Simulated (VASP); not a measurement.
Input of a VASP 6.6.1 run:

The input INCAR:

```
PREC = Accurate ; ENCUT = 520
EDIFF = 1E-6 ; ISMEAR = 1
SIGMA = 0.01 ; LREAL = F
LASPH = T ; NELM = 60
ALGO = Normal ; ISIF = 2
LWAVE = F ; LCHARG = T
GGA = CA ; LELF = T
LVHAR = T ; NBANDS = 16
```

The input KPOINTS:

```
regular mesh
0
Gamma
  7 7 7
```

The input POSCAR:

```
LaS
1.0
    0.0000000000      2.8672485402      2.8672485402
    2.8672485402      0.0000000000      2.8672485402
    2.8672485402      2.8672485402      0.0000000000
La S
1 1
Direct
    0.0000000000      0.0000000000      0.0000000000
    0.5000000000      0.5000000000      0.5000000000
```

Potentials or basis: VASP PAW LDA potentials, release 64 (La, S).

Launch:

```sh
$ cat potpaw_LDA.64/La/POTCAR potpaw_LDA.64/S/POTCAR > POTCAR
$ mpirun -np 1 vasp_std > vasp.out
```

(1) What does it give for the pressure?

Answers

(1) 1.7 GPa.
